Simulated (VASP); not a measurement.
Write the native input for VASP 6.6.1 that does the following.

| Quantity | Value |
| --- | --- |
| Task | relaxation of cell and atoms |
| Functional | PBE |
| Potentials or basis | VASP PAW PBE potentials, release 64 (In_d, Ga_d, As) |
| Cutoff | 600 eV |
| k mesh | 8 × 8 × 4 |
| Occupations | gaussian, width 0.1 eV |
| Spin | no spin polarisation |
| Dipole correction | no |
| Further INCAR settings | ALGO = Fast; EDIFF = 1e-07; IBRION = 2; EDIFFG = -0.01; NSW = 100; ISIF = 3 |

The structure of In3GaAs4 lies in POSCAR:

```
In3GaAs4
1.0
    4.3336150890      0.0000000000      0.0000000000
    0.0000000000      4.3336150890      0.0000000000
    0.0000000000      0.0000000000     12.0492542840
In Ga As
3 1 4
Direct
    0.5000000000      0.5000000000      0.2403690354
    0.5000000000      0.5000000000      0.7596309646
    0.0000000000      0.0000000000      0.5000000000
    0.0000000000      0.0000000000      0.0000000000
    0.5000000000      0.0000000000      0.1101567548
    0.0000000000      0.5000000000      0.8898432452
    0.0000000000      0.5000000000      0.3701219823
    0.5000000000      0.0000000000      0.6298780177
```

The input as run:

INCAR

```
SYSTEM = In3GaAs4
ALGO = Fast
EDIFF = 1E-7
EDIFFG = -0.01
ENCUT = 600
GGA = PE
IBRION = 2
ISIF = 3
ISMEAR = 0
LASPH = .TRUE.
LCHARG = .FALSE.
LREAL = .FALSE.
LWAVE = .FALSE.
NELM = 60
NSW = 100
PREC = Accurate
SIGMA = 0.1
```

KPOINTS

```
k-points
0
G
  8 8 4
  0 0 0
```

Potentials or basis: VASP PAW PBE potentials, release 64 (In_d, Ga_d, As).

Command:

```sh
$ cat potpaw_PBE.64/In_d/POTCAR potpaw_PBE.64/Ga_d/POTCAR potpaw_PBE.64/As/POTCAR > POTCAR
$ mpirun -np 1 vasp_std > vasp.out
```

Results of the run:

```yaml
Relaxed_volume: 28.12 Å³/atom
Relaxed_cell: a = 4.293 Å, b = 4.293 Å, c = 12.204 Å, α = 90.00°, β = 90.00°, γ = 90.00°
Space_group_after_relaxing_to_0.1_Å: P-4m2 (No. 115)
Energy_gained_by_relaxing: 1.4 meV/atom
Ionic_steps: 15
Pressure_after_relaxing: 0.0 GPa
Largest_force_after_relaxing: 0.004 eV/Å
Band_gap_on_the_k_mesh: zero (filled and empty bands touch)
```

Caveat: semilocal functionals underestimate gaps, and a narrow one can read as zero; spin-orbit coupling is left out, which moves the levels of the heavy elements.

It took 2 h on 1 thread of Oxide Virtual Turin-like Processor, with other jobs on the host, peak memory 0.69 GiB.
